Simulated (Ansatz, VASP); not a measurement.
AlN in VASP and in Ansatz

INCAR

```
  ALGO = Normal
  EDIFF = 1E-7
  ENCUT = 520
  GGA = PE
  ISIF = 2
  ISMEAR = -1
  LASPH = T
  LCHARG = T
  LELF = T
  LREAL = F
  LVHAR = T
  LWAVE = F
  NBANDS = 16
  NELM = 100
  PREC = Accurate
  SIGMA = 0.02
```

KPOINTS

```
k-points
0
Gamma
  12 12 4
```

The input POSCAR:

```
AlN
1.0
    3.1130000000     -0.0778250000     -0.0778250000
   -1.6238985000      2.7348525000     -0.0284860000
   -0.1245250000     -0.1245250000      4.9810000000
Al N
2 2
Direct
    0.3333333333      0.6666666667      0.0000000000
    0.6666666667      0.3333333333      0.5000000000
    0.3333333333      0.6666666667      0.3800000000
    0.6666666667      0.3333333333      0.8800000000
```

Input for Ansatz:

```yaml
crystal:
  lattice:
    - [3.113, -0.077825, -0.077825]
    - [-1.6238985, 2.7348524999999997, -0.028485999999999994]
    - [-0.124525, -0.124525, 4.981]
  atoms:
    - { symbol: Al, position: [0.3333333333333333, 0.6666666666666666, 0.0] }
    - { symbol: Al, position: [0.6666666666666666, 0.3333333333333333, 0.5] }
    - { symbol: "N", position: [0.3333333333333333, 0.6666666666666666, 0.38] }
    - { symbol: "N", position: [0.6666666666666666, 0.3333333333333333, 0.88] }
basis:
  ecutwfc: 450.0
kpoints:
  mp_grid:
    grid: [12, 12, 4]
hamiltonian:
  xc: pbe
scf:
  max_iter: 90
  occupations:
    method: fermi_dirac
    width: 0.02
output:
  stress: true
```

Alike in both runs: task single point; functional PBE; k mesh 12 × 12 × 4; occupations fermi-dirac, width 0.02 eV; no spin polarisation.

```csv
,VASP,Ansatz
version,VASP 6.6.1,Ansatz 0.2.0
potentials or method,"VASP PAW PBE potentials, release 64 (Al, N), cutoff 520 eV","plane waves, PAW"
valence electrons in the cell,16,16
```

|  | VASP | Ansatz | Ansatz less VASP |
| --- | --- | --- | --- |
| pressure (GPa) | 4.3 | 4.5 | +0.26 |
| traceless stress, the component that is largest in VASP (GPa) | 8.81 | 8.75 | -0.064 |
